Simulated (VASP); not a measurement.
InSb3, 4 atoms in the cell. Symmetry: R-3m, No. 166, trigonal system. The conventional cell has a = 6.397 Å, b = 6.397 Å, c = 8.409 Å, α = 90.00°, β = 90.00°, γ = 120.00°. Within 4.2 Å of In (site symmetry -3m) lie 12 Sb at 3.20 to 3.36 Å. Sb (site symmetry 2/m) has 4 In at 3.20 to 3.36 Å and 8 Sb at 3.20 to 3.36 Å within 4.2 Å. 

| Quantity | Value |
| --- | --- |
| Program | VASP 6.6.1 |
| Task | single point |
| Functional | PBEsol |
| Potentials or basis | VASP PAW PBE potentials, release 64 (In_d, Sb) |
| Cutoff | 520 eV |
| k mesh | 8 × 8 × 8 |
| Occupations | gaussian, width 0.15 eV |
| Spin | no spin polarisation |
| Dipole correction | no |
| Further INCAR settings | ALGO = Normal; EDIFF = 1e-06; NBANDS = 22 |

Potentials or basis: VASP PAW PBE potentials, release 64 (In_d, Sb).

Launch:

```bash
$ cat potpaw_PBE.64/In_d/POTCAR potpaw_PBE.64/Sb/POTCAR > POTCAR
$ mpirun -np 1 vasp_std > vasp.out
```

Hardware: 1 thread of Intel Xeon 8259CL, on a shared host.

Estimate the wall time of this run.

It took 2.2 min on 1 thread of Intel Xeon 8259CL (shared host), peak memory 0.29 GiB. Counts: scf iterations 10, k points 65.
